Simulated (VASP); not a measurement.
Set up this calculation in VASP 6.6.1, as the native input.

- Task: single point
- Functional: PBEsol
- Potentials or basis: VASP PAW PBE potentials, release 64 (Bi_d)
- Cutoff: 500 eV
- k mesh: 6 × 6 × 6
- Occupations: fermi-dirac, width 0.1272 eV
- Spin: no spin polarisation
- Dipole correction: no
- Further INCAR settings: ALGO = Normal; EDIFF = 1e-06; NBANDS = 14

The structure of Bi lies in POSCAR:

```
Bi
1.0
   -2.0551970000      2.0551970000      2.0551970000
    2.0551970000     -2.0551970000      2.0551970000
    2.0551970000      2.0551970000     -2.0551970000
Bi
1
Direct
    0.0000000000      0.0000000000      0.0000000000
```

The input as run:

INCAR

```
PREC = Accurate ; ENCUT = 500
EDIFF = 1E-6 ; ISMEAR = -1
SIGMA = 0.1272 ; LREAL = False
LASPH = True ; NELM = 120
ALGO = Normal ; ISIF = 2
LWAVE = False ; LCHARG = True
GGA = PS ; LELF = True
LVHAR = True ; NBANDS = 14
GGA_COMPAT = False
```

KPOINTS

```
Automatic mesh
0
Gamma
  6 6 6
```

Potentials or basis: VASP PAW PBE potentials, release 64 (Bi_d).

Launch:

```console
$ cat potpaw_PBE.64/Bi_d/POTCAR > POTCAR
$ mpirun -np 1 vasp_std > vasp.out
```

It gave:

```json
{
  "Pressure": "-6.3 GPa"
}
```

Caveat: the k points lie up to 0.36 Å⁻¹ apart; the PAW data sets were made with another functional, which shifts forces and pressure a little.

It took 21 s on 1 thread of Intel Xeon 8259CL, with other jobs on the host, peak memory 0.15 GiB.
